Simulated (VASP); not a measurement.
Input of a VASP 6.6.1 run:

The input INCAR:

```
SYSTEM = NaI
  ALGO = Normal
  EDIFF = 1E-6
  ENCUT = 520
  GGA = PS
  ISIF = 2
  ISMEAR = 0
  LASPH = .True.
  LCHARG = .False.
  LREAL = .False.
  LWAVE = .False.
  NBANDS = 14
  NELM = 80
  PREC = Accurate
  SIGMA = 0.05
```

File KPOINTS:

```
k-points
0
Gamma
  6 6 6
  0 0 0
```

File POSCAR:

```
NaI
1.0
    0.0000000000      3.2364000000      3.2364000000
    3.2364000000      0.0000000000      3.2364000000
    3.2364000000      3.2364000000      0.0000000000
Na I
1 1
Direct
    0.0000000000      0.0000000000      0.0000000000
    0.5482789519      0.4517210481      0.5482789519
```

Potentials or basis: VASP PAW PBE potentials, release 64 (Na_pv, I).

Run with:

```bash
$ cat potpaw_PBE.64/Na_pv/POTCAR potpaw_PBE.64/I/POTCAR > POTCAR
$ mpirun -np 1 vasp_std > vasp.out
```

Question: What does it give for the pressure?

Answer: 0.1 GPa.

Question: Predict the band gap on the k mesh.

Answer: 3.52 eV, direct.

Question: What does it give for the largest force?

Answer: 0.373 eV/Å.

Stress tensor (GPa, compression positive):
```
-0.56  0.00  0.00
 0.00  1.31  0.00
 0.00  0.00 -0.56
```

Caveat: the cell differs from its parent crystal (all I atoms moved +0.312 Å, as atom 2 along Cartesian [0 1 0]); the PAW data sets were made with another functional, which shifts forces and pressure a little; spin-orbit coupling is left out, which moves the levels of the heavy elements.
